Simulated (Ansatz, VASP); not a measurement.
## Ga: VASP beside Ansatz

File INCAR:

```
SYSTEM = Ga
PREC = Accurate
ENCUT = 520
EDIFF = 1E-8
ISMEAR = -1
SIGMA = 0.05
LREAL = .False.
LASPH = .True.
NELM = 80
ALGO = Normal
ISIF = 2
LWAVE = .False.
LCHARG = .False.
GGA = PE
LEFG = .True.
NBANDS = 34
```

The input KPOINTS:

```
regular mesh
0
Gamma
  9 9 8
  0 0 0
```

Contents of POSCAR:

```
Ga
1.0
    2.2402129667     -3.7967455357      0.0000000000
    2.2402129667      3.7967455357      0.0000000000
    0.0000000000      0.0000000000      4.4863856638
Ga
4
Direct
    0.1525000000      0.8475000000      0.0785000000
    0.6525000000      0.3475000000      0.4215000000
    0.8475000000      0.1525000000      0.9215000000
    0.3475000000      0.6525000000      0.5785000000
```

Input for Ansatz:

```yaml
crystal:
  lattice:
    - [2.2402129667, -3.7967455357, 0.0]
    - [2.2402129667, 3.7967455357, 0.0]
    - [0.0, 0.0, 4.4863856638]
  atoms:
    - { symbol: Ga, position: [0.1525, 0.8475, 0.0785] }
    - { symbol: Ga, position: [0.6525, 0.3475, 0.4215] }
    - { symbol: Ga, position: [0.8475, 0.1525, 0.9215] }
    - { symbol: Ga, position: [0.3475, 0.6525, 0.5785] }
kpoints:
  mp_grid: { grid: [9, 9, 8] }
scf:
  occupations: { method: fermi_dirac, width: 0.05 }
hamiltonian:
  xc: pbe
  pseudopotentials: { kind: all_electron, datasets: crystal }
output:
  forces: true
  stress: true
  eigenvalues: true
  efg: { contact_densities: true }
```

Change from the starting cell: volume scaled by 0.98, crystal datasets.

Alike in both runs: task electric field gradients; functional PBE; k mesh 9 × 9 × 8; occupations fermi-dirac, width 0.05 eV; no spin polarisation.

```csv
,VASP,Ansatz
version,VASP 6.6.1,Ansatz 0.2.0
potentials or method,"VASP PAW PBE potentials, release 64 (Ga_d), cutoff 520 eV","all-electron PAW with datasets made for the crystal, scalar-relativistic"
```

```tsv
	VASP	Ansatz	Ansatz less VASP
pressure (GPa)	3.7	3.6	-0.13
traceless stress, the component that is largest in VASP (GPa)	1.84	1.81	-0.034
rms of the force components (eV/Å)	0.259	0.259	+0.0003
size of Vzz on the site where it differs most (V/Å²)	53.1	55.8	+2.73
```

Atom by atom the forces differ by 0.000 eV/Å (rms over components). Ansatz ran all-electron here, and VASP with PAW potentials.
